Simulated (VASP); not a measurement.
Crystal: Cu.

```
Cu
1.0
    -1.44279    1.44279    1.37608
     1.44279   -1.44279    1.37608
     1.44279    1.44279   -1.37608
Cu
1
Direct
  0.00000 0.00000 0.00000
```

Base run:

* Program: VASP 6.6.1
* Functional: PBEsol
* Potentials or basis: VASP PAW PBE potentials, release 64 (Cu)
* Cutoff: 520 eV
* k mesh: 14 × 14 × 14
* Occupations: fermi-dirac, width 0.05 eV
* Spin: no spin polarisation

Its results: pressure -0.7 GPa.

Q: The run is repeated on the same cell with these changes: functional from PBEsol to BLYP. What comes out?

A: Pressure 16.6 GPa.

BLYP binds less tightly than PBEsol, so the same cell stands under more pressure.

Caveats: the PAW data sets were made with another functional, which shifts forces and pressure a little.
